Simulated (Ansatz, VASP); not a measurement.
# Two plane-wave programs on MoS2

```
S Mo
1.0
     3.19160    0.00000    0.00000
    -1.59580    2.76401    0.00000
     0.00000    0.00000   54.64800
S Mo
6 3
Direct
  0.66667 0.33333 0.16708
  0.66667 0.33333 0.22394
  0.33333 0.66667 0.27741
  0.33333 0.66667 0.33421
  0.66667 0.33333 0.38768
  0.66667 0.33333 0.44454
  0.33333 0.66667 0.19553
  0.66667 0.33333 0.30581
  0.33333 0.66667 0.41610
```

Alike in both runs: functional PBE; dispersion D3(BJ); k mesh 12 × 12 × 1; occupations gaussian, width 0.02 eV; no spin polarisation.

Ansatz relaxed the structure, and its values are those at the end. VASP's run is a single point on that final structure, the one shown.

```csv
,VASP,Ansatz
version,VASP 6.6.1,Ansatz 0.2.0
potentials or method,"VASP PAW PBE potentials, release 64 (S, Mo_sv)","scalar-relativistic, plane waves, PAW"
plane-wave cutoff (eV),520,420
valence electrons in the cell,78,78
```

```tsv
	VASP	Ansatz	Ansatz less VASP
gap on the k mesh at the Fermi level (eV)	0.91	0.89	-0.018
least direct gap on the mesh (eV)	1.58	1.58	-0.004
rms of the force components (eV/Å)	0.007	0.002	-0.0058
```

Ansatz's warnings: slab cell height set.
